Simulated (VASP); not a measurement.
Write the native input for VASP 6.6.1 that does the following.

```
Task                   : single point
Functional             : RPBE
Potentials or basis    : VASP PAW PBE potentials, release 64 (La)
Cutoff                 : 520 eV
k mesh                 : 9 × 9 × 9
Occupations            : fermi-dirac, width 0.1 eV
Spin                   : no spin polarisation
Dipole correction      : no
Further INCAR settings : ALGO = Normal; EDIFF = 1e-06; NBANDS = 18
```

The structure of La lies in POSCAR:

```
La
1.0
    0.0000000000      3.5076927702      3.5076927702
    3.5076927702      0.0000000000      3.5076927702
    3.5076927702      3.5076927702      0.0000000000
La
2
Direct
    0.1250000000      0.1250000000      0.1250000000
    0.8750000000      0.8750000000      0.8750000000
```

This isn't the form of La at room conditions, which is double hcp.

These files were run (other wordings do the same):

INCAR

```
  ALGO = Normal
  EDIFF = 1E-6
  ENCUT = 520
  GGA = RP
  ISIF = 2
  ISMEAR = -1
  LASPH = T
  LCHARG = T
  LELF = T
  LREAL = F
  LVHAR = T
  LWAVE = F
  NBANDS = 18
  NELM = 80
  PREC = Accurate
  SIGMA = 0.1
```

KPOINTS

```
k-points
0
Gamma
  9 9 9
```

Potentials or basis: VASP PAW PBE potentials, release 64 (La).

Run with:

```sh
$ cat potpaw_PBE.64/La/POTCAR > POTCAR
$ mpirun -np 1 vasp_std > vasp.out
```

Results of the run:

* Pressure: -2.7 GPa
* Band gap on the k mesh: zero (bands 11 and 12 overlap by 0.46 eV)

Caveat: the PAW data sets were made with another functional, which shifts forces and pressure a little; spin-orbit coupling is left out, which moves the levels of the heavy elements.

Run time: 51 s on 1 thread of Intel(R) Xeon(R) Platinum 8488C (Sapphire Rapids) (shared host), peak memory 0.27 GiB.
